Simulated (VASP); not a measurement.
CuI2: single point with PBE

The system is CuI2.

```
CELL_PARAMETERS angstrom
5.23482 0.00000 0.00000
0.00000 5.23482 0.00000
0.00000 0.00000 4.57426
ATOMIC_POSITIONS crystal
I 0.50000 0.00000 0.00000
I 0.00000 0.50000 0.00000
Cu 0.00000 0.00000 0.00000
```

```yaml
Program: VASP 6.6.1
Task: single point
Functional: PBE
Potentials_or_basis: VASP PAW PBE potentials, release 64 (I, Cu)
Cutoff: 520 eV
k_mesh: 5 × 5 × 6
Occupations: fermi-dirac, width 0.05 eV
Spin: no spin polarisation
```

| Property | Result |
| --- | --- |
| Pressure | 0.3 GPa |

Stress tensor (GPa, compression positive):
```
0.26 0.00 0.00
0.00 0.26 0.00
0.00 0.00 0.47
```

Levels at points of the mesh, in eV from the Fermi level:
```
           k point  band 9  band 10  band 11  band 12  band 13  band 14  band 15  band 16  band 17  band 18
(0.00, 0.00, 0.00)   -1.79    -1.68    -0.51    -0.51    -0.44     0.84     4.55     6.39     6.99     8.00
(0.00, 0.00, 0.50)   -1.90    -1.70    -1.18    -0.43    -0.43     1.30     5.65     6.39     6.46     6.46
```

Wall time 36 s on 1 thread of Intel(R) Xeon(R) 6975P-C (Granite Rapids) (shared host), peak memory 0.25 GiB.

Caveat: spin-orbit coupling is left out, which moves the levels of the heavy elements; this functional lacks dispersion, which binds the layers, so the pressure and a relaxed spacing across them are unreliable; an odd number of electrons without spin polarisation forces a metal; a magnetic or distorted state may lie lower; semilocal functionals often make such compounds metallic where correlation or magnetic order opens a gap, which also shifts bond lengths.
